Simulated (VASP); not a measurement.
# I (P6_3/mmc) in VASP: further runs

Runs on I. Level: LDA. Tasks: single point.

Program: VASP 6.6.1. These are calculated values, not measurements. Logs are shortened: lines on timing, memory, paths and dates and some standing lists are left out, and cuts for length are marked.

**1. The cell of the first run**

The structure is hexagonal, space group P6_3/mmc (No. 194). The conventional cell has a = 3.110 Å, b = 3.110 Å, c = 5.417 Å, α = 90.00°, β = 90.00°, γ = 120.00°. Within 4.1 Å of I (site symmetry -6m2) lie 12 I at 3.11 to 3.25 Å.

**2. Single point, LDA (22.69 Å³/atom)**

INCAR

```
ALGO     = Normal         # electronic algorithm
EDIFF    = 1E-6           # SCF threshold, eV
ENCUT    = 520            # plane-wave cutoff, eV
GGA      = CA             # functional
ISIF     = 2              # what is computed and relaxed
ISMEAR   = -1             # smearing method
LASPH    = True           # aspherical terms in the spheres
LCHARG   = False          # write CHGCAR
LREAL    = False          # projectors in reciprocal space
LWAVE    = False          # write WAVECAR
NBANDS   = 14             # bands
NELM     = 80             # most SCF steps
PREC     = Accurate       # precision mode
SIGMA    = 0.08           # smearing width, eV
```

KPOINTS

```
k-points
0
Gamma
  12 12 7
```

POSCAR

```
I
1.0
    3.1098875249      0.0000000000      0.0000000000
   -1.5549437624      2.6932415995      0.0000000000
    0.0000000000      0.0000000000      5.4171823985
I
2
Direct
    0.3333333333      0.6666666667      0.2500000000
    0.6666666667      0.3333333333      0.7500000000
```

Potentials or basis: VASP PAW LDA potentials, release 64 (I).

Run with:

```sh
$ cat potpaw_LDA.64/I/POTCAR > POTCAR
$ mpirun -np 1 vasp_std > vasp.out
```

OUTCAR:

```text
EDIFF = 1E-6
   ENCUT = 520
   GGA = CA
   ISIF = 2
   ISMEAR = -1
   LASPH = True
   LREAL = False
   NELM = 80
   PREC = Accurate

 ion  position               nearest neighbor table
   1  0.333  0.667  0.250-   2 3.25   2 3.25   2 3.25   2 3.25   2 3.25   2 3.25
   2  0.667  0.333  0.750-   1 3.25   1 3.25   1 3.25   1 3.25   1 3.25   1 3.25

  LATTYP: Found a hexagonal cell.
 ALAT       =     3.1098875249
 C/A-ratio  =     1.7419222898

  Lattice vectors:

 A1 = (   3.1098875249,   0.0000000000,   0.0000000000)
 A2 = (  -1.5549437624,   2.6932415995,   0.0000000000)
 A3 = (   0.0000000000,   0.0000000000,   5.4171823985)

Analysis of symmetry for initial positions (statically):
=====================================================================
 Subroutine PRICEL returns:
 Original cell was already a primitive cell.

 Routine SETGRP: Setting up the symmetry group for a
 hexagonal supercell.

 Subroutine GETGRP returns: Found 24 space group operations
 (whereof 12 operations were pure point group operations)
 out of a pool of 24 trial point group operations.

The static configuration has the point symmetry D_3d.
 The point group associated with its full space group is D_6h.

Analysis of symmetry for dynamics (positions and initial velocities):
=====================================================================
 Subroutine PRICEL returns:
 Original cell was already a primitive cell.

 Routine SETGRP: Setting up the symmetry group for a
 hexagonal supercell.

 Subroutine GETGRP returns: Found 24 space group operations
 (whereof 12 operations were pure point group operations)
 out of a pool of 24 trial point group operations.

The dynamic configuration has the point symmetry D_3d.
 The point group associated with its full space group is D_6h.

 Subroutine INISYM returns: Found 24 space group operations
 (whereof 12 operations are pure point group operations),
 and found     1 'primitive' translations

----------------------------------------------------------------------------------------

                                     Primitive cell

  volume of cell :      45.3726

  direct lattice vectors                    reciprocal lattice vectors
     3.109887525  0.000000000  0.000000000     0.321555038  0.185649888  0.000000000
    -1.554943762  2.693241599  0.000000000     0.000000000  0.371299775  0.000000000
     0.000000000  0.000000000  5.417182398     0.000000000  0.000000000  0.184597809

  length of vectors
     3.109887525  3.109887525  5.417182398     0.371299775  0.371299775  0.184597809

  position of ions in fractional coordinates (direct lattice)
     0.333333333  0.666666667  0.250000000
     0.666666667  0.333333333  0.750000000

  ion indices of the primitive-cell ions
   primitive index   ion index
                 1           1
                 2           2

----------------------------------------------------------------------------------------

 KPOINTS: k-points

Automatic generation of k-mesh.
 Grid dimensions read from file:
 generate k-points for:   12   12    7

 Generating k-lattice:

  Cartesian coordinates                     Fractional coordinates (reciprocal lattice)
     0.026796253  0.015470824  0.000000000     0.083333333  0.000000000  0.000000000
     0.000000000  0.030941648  0.000000000     0.000000000  0.083333333  0.000000000
     0.000000000  0.000000000  0.026371116     0.000000000  0.000000000  0.142857143

  Length of vectors
     0.030941648  0.030941648  0.026371116

  Shift w.r.t. Gamma in fractional coordinates (k-lattice)
     0.000000000  0.000000000  0.000000000

 Subroutine IBZKPT returns following result:
 ===========================================

 Found     76 irreducible k-points:

 Following reciprocal coordinates:
            Coordinates               Weight
  0.000000  0.000000  0.000000      1.000000
  0.083333  0.000000  0.000000      6.000000
  0.166667  0.000000  0.000000      6.000000
  0.250000  0.000000  0.000000      6.000000
  0.333333  0.000000  0.000000      6.000000
  0.416667  0.000000  0.000000      6.000000
[... 16 lines left out ...]
  0.250000  0.000000  0.142857     12.000000
  0.333333  0.000000  0.142857     12.000000
 [... further k-points ...]
   k-points           NKPTS =     76   k-points in BZ     NKDIM =     76   number of bands    NBANDS=     14
   number of dos      NEDOS =    301   number of ions     NIONS =      2
   total plane-waves  NPLWV =  23040
   dimension x,y,z NGX =    24 NGY =   24 NGZ =   40
   dimension x,y,z NGXF=    48 NGYF=   48 NGZF=   80
   ions per type =               2
   NGX,Y,Z   is equivalent  to a cutoff of  12.83, 12.83, 12.28 a.u.
   NGXF,Y,Z  is equivalent  to a cutoff of  25.66, 25.66, 24.55 a.u.
 SYSTEM =  unknown system
   PREC   = accura    normal or accurate (medium, high low for compatibility)
   ISTART =      0    job   : 0-new  1-cont  2-samecut
   ICHARG =      2    charge: 1-file 2-atom 10-const
   ISPIN  =      1    spin polarized calculation?
   LNONCOLLINEAR =      F non collinear calculations
   LSORBIT =      F    spin-orbit coupling
   LASPH  =      T    aspherical Exc in radial PAW
   ENCUT  =  520.0 eV  38.22 Ry    6.18 a.u.   5.78  5.78 10.07*2*pi/ulx,y,z
   NELM   =     80;   NELMIN=  2; NELMDL= -5     # of ELM steps
   EDIFF  = 0.1E-05   stopping-criterion for ELM
   LREAL  =      F    real-space projection
   EDIFFG = 0.1E-04   stopping-criterion for IOM
   NSW    =      0    number of steps for IOM
   IBRION =     -1    ionic relax: 0-MD 1-quasi-New 2-CG
   NFREE  =      0    steps in history (QN), initial steepest desc. (CG)
   ISIF   =      2    stress and relaxation
   ISYM   =      2    0-nonsym 1-usesym 2-fastsym
   POTIM  = 0.5000    time-step for ionic-motion
   TEBEG  =    0.0;   TEEND  =   0.0 temperature during run
   PSTRESS=    0.0 pullay stress
   NELECT =      14.0000    total number of electrons
   NUPDOWN=      -1.0000    fix difference up-down
   EMIN   =  10.00;   EMAX   =-10.00  energy-range for DOS
   EFERMI =   0.00;   METHOD = LEGACY
   ISMEAR =    -1;   SIGMA  =   0.08  broadening in eV -4-tet -1-fermi 0-gaus
   EFERMI_NEDOS =   21; number of points for ismear=-14 and -15
   IALGO  =     38    algorithm
   IMIX   =      4    mixing-type and parameters
     AMIX     =   0.40;   BMIX     =  1.00
     AMIX_MAG =   1.60;   BMIX_MAG =  1.00
  volume/ion in A,a.u.               =      22.69       153.09
  Fermi-wavevector in a.u.,A,eV,Ry     =   1.106249  2.090508 16.650641  1.223788
  Thomas-Fermi vector in A             =   2.242748
   LORBIT       =      0    0 simple, 1 ext, 2 COOP (PROOUT), +10 PAW based schemes
   GGA     = CA    functional components
   LHFCALC =     F    Hartree Fock is set to
   AEXX    =    0.0000 exact exchange contribution
   IVDW    =     0    specifies the selected vdW correction
   LEPSILON=     F    determine dielectric tensor
   LRPA    =     F    only Hartree local field effects (RPA)
 non-spin polarized calculation
  energy-cutoff  :      520.00
  volume of cell :       45.37
 maximum number of plane-waves:      1236
 NGX is ok and might be reduce to    24
   NGX = 11   NGY = 11   NGZ = 21

 number of electron      13.9999999 magnetization

 Free energy of the ion-electron system (eV)
  ---------------------------------------------------
  ext. energy  EPLUGINS =         0.00000000
  ---------------------------------------------------
  free energy    TOTEN  =        -2.28177248 eV

  energy without entropy =       -2.24589609  energy(sigma->0) =       -2.26383429

 E-fermi :  11.0204     XC(G=0): -11.3222

 val. band max:       11.0140325090   @ k =   0.1667   0.0833   0.0000
 cond. band min:      11.0258267364   @ k =   0.2500   0.1667   0.1429
 fundamental gap:      0.0117942274
 Fermi energy:        11.0204351707

 k-point     1 :       0.0000    0.0000    0.0000
  band No.  band energies     occupation
      1      -6.1420      2.00000
      2      -3.2680      2.00000
      3       2.7527      2.00000
      4      12.5093      0.00000
      5      12.5093      0.00000
      6      12.5815      0.00000
      7      13.7580      0.00000
      8      13.7580      0.00000
      9      18.6284      0.00000
     10      19.1810      0.00000
     11      20.8253      0.00000
     12      20.8253      0.00000
     13      20.9065      0.00000
     14      22.2413      0.00000

 k-point     2 :       0.0833    0.0000    0.0000
  band No.  band energies     occupation
      1      -6.0076      2.00000
      2      -3.1497      2.00000
      3       2.8921      2.00000
      4      11.3685      0.02548
      5      12.1083      0.00000
      6      12.5609      0.00000
      7      13.0028      0.00000
      8      13.6979      0.00000
      9      18.7751      0.00000
     10      19.3700      0.00000
     11      20.0372      0.00000
     12      21.1125      0.00000
     13      21.5312      0.00000
     14      21.5754      0.00000

 k-point     3 :       0.1667    0.0000    0.0000
  band No.  band energies     occupation
      1      -5.6080      2.00000
      2      -2.8049      2.00000
      3       3.3061      2.00000
      4       9.1671      2.00000
      5      11.2325      0.13184
      6      11.3104      0.05196
      7      12.4147      0.00000
      8      13.3407      0.00000
      9      17.4854      0.00000
     10      19.6051      0.00000
     11      19.8195      0.00000
     12      20.2485      0.00000
     13      21.9317      0.00000
     14      22.0808      0.00000
[... 324 lines left out ...]
 k-point    23 :       0.2500    0.0000    0.1429
  band No.  band energies     occupation
      1      -4.8687      2.00000
      2      -2.4986      2.00000
      3       4.3540      2.00000
      4       7.0274      2.00000
      5       8.8913      2.00000
      6      10.5951      1.99022
      7      11.6604      0.00067
      8      12.6216      0.00000
      9      16.4147      0.00000
     10      17.7459      0.00000
     11      18.9936      0.00000
     12      21.1228      0.00000
     13      21.6058      0.00000
     14      22.7972      0.00000

 k-point    24 :       0.3333    0.0000    0.1429
  band No.  band energies     occupation
      1      -4.0088      2.00000
      2      -1.8619      2.00000
      3       4.6261      2.00000
      4       5.6708      2.00000
      5       6.8900      2.00000
      6       9.9600      2.00000
      7      10.9731      1.28729
      8      12.0818      0.00000
      9      15.6762      0.00000
     10      16.8761      0.00000
     11      18.6095      0.00000
     12      20.8032      0.00000
     13      21.0793      0.00000
     14      23.2645      0.00000

 [... further k-points ...]
[... 5 lines left out ...]
  --------------------------------------------------------------------------------------
  -------------------------------------------------------------------------------------
  Total        7.6539946      7.6539946      7.7144874      0.0000000     -0.0000000      0.0000000
  in kB      270.2746274    270.2746274    272.4107243      0.0000000     -0.0000000      0.0000000
  external PRESSURE =     270.9866597 kB  Pullay stress =       0.0000000 kB

 VOLUME and BASIS-vectors are now :
 -----------------------------------------------------------------------------
  energy-cutoff  :      520.00
  volume of cell :       45.37
      direct lattice vectors                 reciprocal lattice vectors
     3.109887525  0.000000000  0.000000000     0.321555038  0.185649888  0.000000000
    -1.554943762  2.693241599  0.000000000     0.000000000  0.371299775  0.000000000
     0.000000000  0.000000000  5.417182398     0.000000000  0.000000000  0.184597809

 POSITION                                       TOTAL-FORCE (eV/Angst)
 -----------------------------------------------------------------------------------
     -0.00000      1.79549      1.35430         0.000000      0.000000      0.000000
      1.55494      0.89775      4.06289        -0.000000     -0.000000      0.000000
 -----------------------------------------------------------------------------------
    total drift:                               -0.000000      0.000000      0.000000

  FREE ENERGIE OF THE ION-ELECTRON SYSTEM (eV)
  ---------------------------------------------------
  free  energy   TOTEN  =        -2.2817724846 eV

  energy  without entropy=       -2.2458960859  energy(sigma->0) =       -2.26383429
```

It took 18 s on 1 thread of Intel Xeon 6975P-C (Granite Rapids), shared host; peak memory 0.16 GiB.

Results:

```
Free energy            : -2.2818 eV
Pressure               : 27.1 GPa
Band gap on the k mesh : zero (bands 7 and 8 overlap by 5.64 eV)
```

Caveat: the cell stands under pressure; spin-orbit coupling is left out, which moves the levels of the heavy elements.

**3. Single point, LDA (22.69 Å³/atom)**

INCAR

```
PREC = Accurate ; ENCUT = 520
EDIFF = 1E-6 ; ISMEAR = -1
SIGMA = 0.08 ; LREAL = F
LASPH = T ; NELM = 60
ALGO = Normal ; ISIF = 2
LWAVE = F ; LCHARG = F
NBANDS = 14
```

KPOINTS

```
Automatic mesh
0
Gamma
  12 12 7
```

POSCAR is that of step 2.

Potentials or basis: VASP PAW LDA potentials, release 64 (I).

Run with:

```sh
$ cat potpaw_LDA.64/I/POTCAR > POTCAR
$ mpirun -np 1 vasp_std > vasp.out
```

Wall time 11 s (1 thread of Intel Xeon 6975P-C (Granite Rapids), shared host); peak memory 0.16 GiB.

It converged, with:

```yaml
Free_energy: -2.2818 eV
Pressure: 27.1 GPa
Band_gap_on_the_k_mesh: zero (bands 7 and 8 overlap by 5.64 eV)
```

Stress tensor (GPa, compression positive):
```
27.03  0.00  0.00
 0.00 27.03  0.00
 0.00  0.00 27.24
```

Levels at points of the mesh, in eV from the Fermi level:
```
           k point  band 3  band 4  band 5  band 6  band 7  band 8  band 9  band 10  band 11  band 12
(0.00, 0.00, 0.00)   -8.27    1.49    1.49    1.56    2.74    2.74    7.61     8.16     9.80     9.80
(0.50, 0.00, 0.00)   -7.54   -6.30   -4.47   -2.14   -1.69    0.75    3.95     6.20     7.50     9.27
```

Caveat: the cell stands under pressure; spin-orbit coupling is left out, which moves the levels of the heavy elements.

**4. Single point, LDA**

This run uses another cell than the first one, of 25.36 Å³/atom.

INCAR

```
SYSTEM = I
PREC     = Accurate       ! precision mode
ENCUT    = 520            ! plane-wave cutoff, eV
EDIFF    = 1E-7           ! SCF threshold, eV
ISMEAR   = -1             ! smearing method
SIGMA    = 0.08           ! smearing width, eV
LREAL    = .FALSE.        ! projectors in reciprocal space
LASPH    = .TRUE.         ! aspherical terms in the spheres
NELM     = 60             ! most SCF steps
ALGO     = Normal         ! electronic algorithm
ISIF     = 2              ! what is computed and relaxed
LWAVE    = .FALSE.        ! write WAVECAR
LCHARG   = .FALSE.        ! write CHGCAR
GGA      = CA             ! functional
NBANDS   = 14             ! bands
```

KPOINTS

```
Automatic mesh
0
G
  12 12 7
  0 0 0
```

POSCAR

```
I
1.0
    3.4448505406      0.0000000000      0.0000000000
   -1.7224252703      2.9833280804      0.0000000000
    0.0000000000      0.0000000000      4.9343134489
I
2
Direct
    0.3333333333      0.6666666667      0.2500000000
    0.6666666667      0.3333333333      0.7500000000
```

Run with:

```sh
$ cat potpaw_LDA.64/I/POTCAR > POTCAR
$ mpirun -np 1 vasp_std > vasp.out
```

Run time: 20 s. Hardware: 1 thread of Intel Xeon 6975P-C (Granite Rapids), shared host; peak memory 0.17 GiB.

It converged, with:

```
Free energy            : -2.9410 eV
Pressure               : 15.1 GPa
Band gap on the k mesh : zero (bands 7 and 8 overlap by 3.40 eV)
```

Levels at points of the mesh, in eV from the Fermi level:
```tsv
k point	band 4	band 5	band 6	band 7	band 8	band 9	band 10	band 11
(0.00, 0.00, 0.00)	-0.87	-0.87	1.00	1.00	2.63	4.74	7.58	8.54
(0.50, 0.00, 0.00)	-4.56	-4.30	-3.04	-2.22	0.56	3.12	6.45	7.70
```

Caveat: the cell stands under pressure; spin-orbit coupling is left out, which moves the levels of the heavy elements.

**5. Single point, LDA (25.36 Å³/atom)**

This run uses another cell than the first one, of 25.36 Å³/atom.

INCAR

```
SYSTEM = I
ALGO = Normal ; EDIFF = 1E-6
ENCUT = 520 ; ISIF = 2
ISMEAR = -1 ; LASPH = .TRUE.
LCHARG = .FALSE. ; LREAL = .FALSE.
LWAVE = .FALSE. ; NBANDS = 14
NELM = 60 ; PREC = Accurate
SIGMA = 0.08
```

KPOINTS

```
k-points
0
G
  12 12 7
  0 0 0
```

POSCAR is that of step 4.

Potentials or basis: VASP PAW LDA potentials, release 64 (I).

Run with:

```sh
$ cat potpaw_LDA.64/I/POTCAR > POTCAR
$ mpirun -np 1 vasp_std > vasp.out
```

OUTCAR:

```text
SYSTEM = I
   EDIFF = 1E-6
   ENCUT = 520
   ISIF = 2
   ISMEAR = -1
   LASPH = .TRUE.
   LREAL = .FALSE.
   NELM = 60
   PREC = Accurate

 ion  position               nearest neighbor table
   1  0.333  0.667  0.250-   2 3.17   2 3.17   2 3.17   2 3.17   2 3.17   2 3.17
   2  0.667  0.333  0.750-   1 3.17   1 3.17   1 3.17   1 3.17   1 3.17   1 3.17

  LATTYP: Found a hexagonal cell.
 ALAT       =     3.4448505406
 C/A-ratio  =     1.4323737389

  Lattice vectors:

 A1 = (   3.4448505406,   0.0000000000,   0.0000000000)
[... 587 lines left out ...]
      9      13.2672      0.00000
     10      15.5547      0.00000
     11      18.0150      0.00000
     12      18.2470      0.00000
     13      20.2120      0.00000
     14      20.6882      0.00000

 [... further k-points ...]
[... 5 lines left out ...]
  --------------------------------------------------------------------------------------
  -------------------------------------------------------------------------------------
  Total        4.7909568      4.7909568      4.7937779      0.0000000      0.0000000      0.0000000
  in kB      151.3682191    151.3682191    151.4573524      0.0000000      0.0000000      0.0000000
  external PRESSURE =     151.3979302 kB  Pullay stress =       0.0000000 kB

 VOLUME and BASIS-vectors are now :
 -----------------------------------------------------------------------------
  energy-cutoff  :      520.00
  volume of cell :       50.71
      direct lattice vectors                 reciprocal lattice vectors
     3.444850541  0.000000000  0.000000000     0.290288356  0.167598060  0.000000000
    -1.722425270  2.983328080  0.000000000     0.000000000  0.335196121  0.000000000
     0.000000000  0.000000000  4.934313449     0.000000000  0.000000000  0.202662439

 POSITION                                       TOTAL-FORCE (eV/Angst)
 -----------------------------------------------------------------------------------
     -0.00000      1.98889      1.23358        -0.000000      0.000000      0.000000
      1.72243      0.99444      3.70074         0.000000     -0.000000      0.000000
 -----------------------------------------------------------------------------------
    total drift:                               -0.000000      0.000000      0.000000

  FREE ENERGIE OF THE ION-ELECTRON SYSTEM (eV)
  ---------------------------------------------------
  free  energy   TOTEN  =        -2.9410468469 eV

  energy  without entropy=       -2.8986988207  energy(sigma->0) =       -2.91987283
```

stdout:

```text
POSCAR found type information on POSCAR I
 POSCAR found :  1 types and       2 ions
 scaLAPACK will be used
 LDA part: xc-table for (Slater(with rela. corr.)+CA(PZ))
 , standard interpolation
 POSCAR, INCAR and KPOINTS ok, starting setup
 FFT: planning ... GRIDC
 FFT: planning ... GRID_SOFT
 FFT: planning ... GRID
 WAVECAR not read
 entering main loop
```

It took 17 s on 1 thread of Intel Xeon 6975P-C (Granite Rapids), shared host; peak memory 0.18 GiB.

What came out:

- Free energy: -2.9410 eV
- Pressure: 15.1 GPa
- Band gap on the k mesh: zero (bands 7 and 8 overlap by 3.40 eV)

Levels at points of the mesh, in eV from the Fermi level:
```csv
k point,band 4,band 5,band 6,band 7,band 8,band 9,band 10,band 11
"(0.00, 0.00, 0.00)",-0.87,-0.87,1.00,1.00,2.63,4.74,7.58,8.54
"(0.50, 0.00, 0.00)",-4.56,-4.30,-3.04,-2.22,0.56,3.12,6.45,7.70
```

Caveat: the cell stands under pressure; spin-orbit coupling is left out, which moves the levels of the heavy elements.

(Continued in part 2 of 2.)
